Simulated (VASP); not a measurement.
**Be: single point with PBE**

Be, a sheet with vacuum:

```xyz
2
Lattice="2.1333 0.0000 0.0000 -1.0666 1.8475 0.0000 0.0000 0.0000 28.4877" Properties=species:S:1:pos:R:3 pbc="T T T"
Be    0.0000    0.0000    9.2012
Be    0.0000    0.0000    6.7988
```

| Item | Value |
| --- | --- |
| Program | VASP 6.6.1 |
| Task | single point |
| Functional | PBE |
| Potentials or basis | VASP PAW PBE potentials, release 64 (Be) |
| Cutoff | 520 eV |
| k mesh | 30 × 30 × 1 |
| Occupations | gaussian, width 0.1 eV |
| Spin | no spin polarisation |
| Dipole correction | yes |
| Further INCAR settings | ALGO = Normal; EDIFF = 1e-06; NBANDS = 9 |

| Quantity | Value |
| --- | --- |
| Largest force | 0.081 eV/Å |
| Band gap on the k mesh | zero (band 2 reaches -0.99 eV, above the bottom of band 3 at -5.82 eV) |

Forces on the atoms (eV/Å):
```
Be   0.000  0.000  0.081
Be   0.000  0.000 -0.081
```

Levels at points of the mesh, in eV from the Fermi level:
| k point | band 1 | band 2 | band 3 | band 4 | band 5 |
| --- | --- | --- | --- | --- | --- |
| (0.00, 0.00, 0.00) | -8.36 | -5.43 | -2.46 | 2.46 | 4.60 |
| (0.50, 0.00, 0.00) | -2.00 | -0.24 | 2.89 | 6.23 | 7.03 |

Run time: 67 s on 1 thread of Intel(R) Xeon(R) Platinum 8488C (Sapphire Rapids), on a shared host, peak memory 0.25 GiB.
